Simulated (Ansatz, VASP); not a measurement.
## B: VASP beside Ansatz

File INCAR:

```
SYSTEM = B
  PREC = Accurate
  ENCUT = 910
  EDIFF = 1E-7
  ISMEAR = -1
  SIGMA = 0.1
  LREAL = .FALSE.
  LASPH = .TRUE.
  NELM = 120
  ALGO = Normal
  ISIF = 3
  LWAVE = .FALSE.
  LCHARG = .FALSE.
  GGA = RP
  IBRION = 2
  NSW = 80
  EDIFFG = -0.01
  GGA_COMPAT = .FALSE.
  NELMIN = 4
```

File KPOINTS:

```
regular mesh
0
G
  17 17 9
  0 0 0
```

File POSCAR:

```
B
1.0
    2.1005919712      0.0000000000      0.0000000000
   -1.0502959856      1.8191660100      0.0000000000
    0.0000000000      0.0000000000      3.4302666889
B
2
Direct
    0.3333333333      0.6666666667      0.2500000000
    0.6666666667      0.3333333333      0.7500000000
```

Input for Ansatz:

```yaml
crystal:
  lattice:
    - [2.1005919712, 0.0, 0.0]
    - [-1.0502959856, 1.81916601, 0.0]
    - [0.0, 0.0, 3.4302666889]
  atoms:
    - { symbol: B, position: [0.3333333333, 0.6666666667, 0.25] }
    - { symbol: B, position: [0.6666666667, 0.3333333333, 0.75] }
hamiltonian:
  xc: rpbe
  pseudopotentials:
    kind: paw
    azcp:
      B: "pseudopotentials/B.paw.azcp"
basis:
  ecutwfc: 420
  fft_grid_basis: typed
kpoints:
  mp_grid: { grid: [17, 17, 9], shift: [0, 0, 0] }
magnetization:
  spin_polarized: false
scf:
  occupations: { method: fermi_dirac, width: 0.1 }
relax:
  max_steps: 60
  f_tol: 0.01
  cell: {}
```

Alike in both runs: task relaxation of cell and atoms; functional RPBE; k mesh 17 × 17 × 9; occupations fermi-dirac, width 0.1 eV; no spin polarisation.

|  | VASP | Ansatz |
| --- | --- | --- |
| version | VASP 6.6.1 | Ansatz 0.2.0 |
| potentials or method | VASP PAW PBE potentials, release 64 (B_h), cutoff 910 eV | plane waves (420 eV) with PAW, scalar-relativistic |
| valence electrons in the cell | 6 | 6 |

Ansatz gave:

| Quantity | Value |
| --- | --- |
| relaxed volume (Å³/atom) | 13.72 |
| relaxed cell length with the largest relative difference (Å) | 10.657 |

Question: Estimate VASP's values.

Answer: Relaxed volume (Å³/atom): 7.73; relaxed cell length with the largest relative difference (Å): 6.018.

VASP's potentials were made for PBE, not for RPBE. One of these differences is far larger than is usual between the two programs; its cause wasn't traced.

Noted on VASP's run: the volume moved by over 15 % at a fixed basis, so the end points are rough.
